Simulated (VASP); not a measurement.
Si: relaxation of cell and atoms with PBE

Crystal: Si.

```
Si
1.0
     4.47136    0.00000    0.00000
    -2.23568    3.87231    0.00000
     0.00000    0.00000    2.77224
Si
3
Direct
  0.00000 0.00000 0.00000
  0.33333 0.66667 0.50000
  0.66667 0.33333 0.50000
```

This isn't the form of Si at room conditions, which is diamond.

```yaml
Program: VASP 6.6.1
Task: relaxation of cell and atoms
Functional: PBE
Potentials_or_basis: VASP PAW PBE potentials, release 64 (Si)
Cutoff: 600 eV
k_mesh: 9 × 9 × 12
Occupations: fermi-dirac, width 0.1 eV
Spin: no spin polarisation
Dipole_correction: no
Further_INCAR_settings: ALGO = Normal; EDIFF = 1e-06; IBRION = 2; EDIFFG = -0.005; NSW = 60; ISIF = 3
```

```
Relaxed volume                        : 14.79 Å³/atom
Relaxed cell                          : a = 4.449 Å, b = 4.449 Å, c = 2.587 Å, α = 90.00°, β = 90.00°, γ = 120.00°
Space group after relaxing (to 0.1 Å) : P6/mmm (No. 191)
Energy gained by relaxing             : 42.9 meV/atom
Ionic steps                           : 8
Pressure after relaxing               : 0.0 GPa
Band gap on the k mesh                : zero (bands 6 and 7 overlap by 7.08 eV)
```

The path:
```csv
step,energy change (eV),largest force (eV/Å),pressure (GPa),volume (Å³)
1,0.0000,0.0000,-6.01,48.00
2,-0.1069,0.0000,0.85,43.94
3,-0.1071,0.0000,1.20,43.78
4,-0.1267,0.0000,1.06,43.86
5,-0.1270,0.0000,1.06,43.87
6,-0.1270,0.0000,1.06,43.87
7,-0.1284,0.0000,-0.31,44.51
8,-0.1286,0.0000,0.00,44.36
```

Final structure:
```
Si
1.0
     4.44911    0.00000    0.00000
    -2.22456    3.85304    0.00000
     0.00000    0.00000    2.58749
Si
3
Cartesian
  4.4491 0.0000 0.0000
  0.0000 2.5687 1.2937
  2.2246 1.2843 1.2937
```

Levels at points of the mesh, in eV from the Fermi level:
| k point | band 4 | band 5 | band 6 | band 7 | band 8 | band 9 |
| --- | --- | --- | --- | --- | --- | --- |
| (0.00, 0.00, 0.00) | -4.32 | -4.32 | -4.23 | -4.23 | 5.76 | 7.29 |
| (0.00, 0.00, 0.50) | -0.65 | -0.65 | -0.60 | 0.25 | 0.87 | 0.87 |

Wall time 82 s on 1 thread of Intel(R) Xeon(R) Platinum 8488C (Sapphire Rapids), on a shared host, peak memory 0.19 GiB.
